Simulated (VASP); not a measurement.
Write the native input for VASP 6.6.1 that does the following.

| Item | Value |
| --- | --- |
| Task | single point |
| Functional | PBEsol |
| Potentials or basis | VASP PAW PBE potentials, release 64 (Si, Mo_sv) |
| Cutoff | 520 eV |
| k mesh | 8 × 8 × 8 |
| Occupations | gaussian, width 0.15 eV |
| Spin | no spin polarisation |
| Dipole correction | no |
| Further INCAR settings | ALGO = Fast; EDIFF = 1e-07; NBANDS = 56 |

The structure of SiMo3 lies in POSCAR:

```
SiMo3
1.0
    4.8615851677      0.0000000000      0.0000000000
    0.0000000000      4.8615851677      0.0000000000
    0.0000000000      0.0000000000      4.8615851677
Si Mo
2 6
Direct
    0.0000000000      0.0165139160      0.0000000000
    0.5000000000      0.5165139160      0.5000000000
    0.2500000000      0.0245805182      0.5000000000
    0.5000000000      0.6960052656      0.0000000000
    0.7500000000      0.0245805182      0.5000000000
    0.5000000000      0.1960052656      0.0000000000
    0.0000000000      0.5245805182      0.7500000000
    0.0000000000      0.5245805182      0.2500000000
```

This cell differs from its parent crystal: mode 4 (147.8 1/cm) frozen in, largest displacement +0.263 Å.

One way to write it, as run:

INCAR

```
SYSTEM = SiMo3
PREC = Accurate ; ENCUT = 520
EDIFF = 1E-7 ; ISMEAR = 0
SIGMA = 0.15 ; LREAL = .FALSE.
LASPH = .TRUE. ; NELM = 60
ALGO = Fast ; ISIF = 2
LWAVE = .FALSE. ; LCHARG = .FALSE.
GGA = PS ; NBANDS = 56
```

KPOINTS

```
Automatic mesh
0
G
  8 8 8
  0 0 0
```

Potentials or basis: VASP PAW PBE potentials, release 64 (Si, Mo_sv).

Run with:

```sh
$ cat potpaw_PBE.64/Si/POTCAR potpaw_PBE.64/Mo_sv/POTCAR > POTCAR
$ mpirun -np 1 vasp_std > vasp.out
```

Results of the run:

```yaml
Pressure: 3.2 GPa
Largest_force: 2.195 eV/Å
Band_gap_on_the_k_mesh: zero (band 46 reaches 13.99 eV, above the bottom of band 47 at 11.75 eV)
```

Caveat: the cell differs from its parent crystal (mode 4 (147.8 1/cm) frozen in, largest displacement +0.263 Å); the PAW data sets were made with another functional, which shifts forces and pressure a little.

Wall time 4.8 min on 1 thread of AMD EPYC 9R45 96-Core Processor (Zen 5), with other jobs on the host, peak memory 0.42 GiB.
